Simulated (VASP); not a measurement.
Runs of VASP 6.6.1 on AlGa3P4. The structure is that of space group I-42m (No. 121), or close to it. The cells are those of the table. 

```tsv
cell	k mesh	smearing	gap on the mesh (eV)	pressure (GPa)	largest force (eV/Å)
a = 6.745 Å, angles 131.8, 131.8, 70.5°, 8 atoms	4 × 4 × 4	gaussian 0.1 eV	1.63	(a)	0.01
a = 6.963 Å, angles 131.8, 131.8, 70.5°, 8 atoms	8 × 8 × 8	gaussian 0.02 eV	1.16	-6.0	0.01
a = 6.812 Å, angles 131.8, 131.8, 70.5°, 8 atoms	8 × 8 × 8	gaussian 0.02 eV	(b)	-2.2	0.02
a = 6.877 Å, angles 131.8, 131.8, 70.5°, 8 atoms	8 × 8 × 8	gaussian 0.02 eV	1.43	-4.0	0.01
```

Alike in all rows: task single point; level PBE; potentials or basis VASP PAW PBE potentials, release 64 (Al, Ga_d, P); no spin polarisation; cutoff (eV) 520.

Question: Estimate the missing entries.

Answer: (a) 0.0; (b) 1.54.

A k mesh can miss the band edges, and the runs leave out spin-orbit coupling on Ga.
